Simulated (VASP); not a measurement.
Crystal: P3C.

```
CELL_PARAMETERS angstrom
1.38429 -2.86041 0.00000
1.38429 2.86041 0.00000
0.00000 0.00000 6.84585
ATOMIC_POSITIONS crystal
P 0.50000 0.50000 0.81022
P 0.00000 0.00000 0.50000
P 0.50000 0.50000 0.18978
C 0.00000 0.00000 0.00000
```

The cell was built from a structure type or drawn by symmetry, and may not be a known phase.

- Program: VASP 6.6.1
- Task: relaxation of cell and atoms
- Functional: PBE
- Potentials or basis: VASP PAW PBE potentials, release 64 (P, C)
- Cutoff: 600 eV
- k mesh: 8 × 8 × 4
- Occupations: gaussian, width 0.1 eV
- Spin: no spin polarisation

At the start: pressure -0.5 GPa; volume 13.55 Å³/atom.

Problem. Where does the relaxation end?

Solution. Over 7 steps the energy falls by 32.7 meV/atom and the volume is 13.88 Å³/atom (+2.4 %); space group Cmmm (No. 65, to 0.1 Å) before and after.

Step by step:
| step | energy change (eV) | largest force (eV/Å) | pressure (GPa) | volume (Å³) |
| --- | --- | --- | --- | --- |
| 1 | 0.0000 | 0.5767 | -0.46 | 54.21 |
| 2 | -0.1010 | 0.3379 | 2.13 | 53.88 |
| 3 | -0.1085 | 0.1979 | 2.98 | 53.78 |
| 4 | -0.1230 | 0.2915 | -1.07 | 55.75 |
| 5 | -0.1261 | 0.2568 | 0.06 | 55.14 |
| 6 | -0.1306 | 0.0738 | 0.03 | 55.63 |
| 7 | -0.1310 | 0.0004 | 0.03 | 55.52 |

Final structure:
```yaml
crystal:
  lattice:
    - [1.34706, -2.89730, 0.00000]
    - [1.34706, 2.89730, 0.00000]
    - [0.00000, 0.00000, 7.11269]
  atoms:
    - { symbol: P, position: [0.50000, 0.50000, 0.81912] }
    - { symbol: P, position: [0.00000, 0.00000, 0.50000] }
    - { symbol: P, position: [0.50000, 0.50000, 0.18088] }
    - { symbol: C, position: [0.00000, 0.00000, 0.00000] }
```
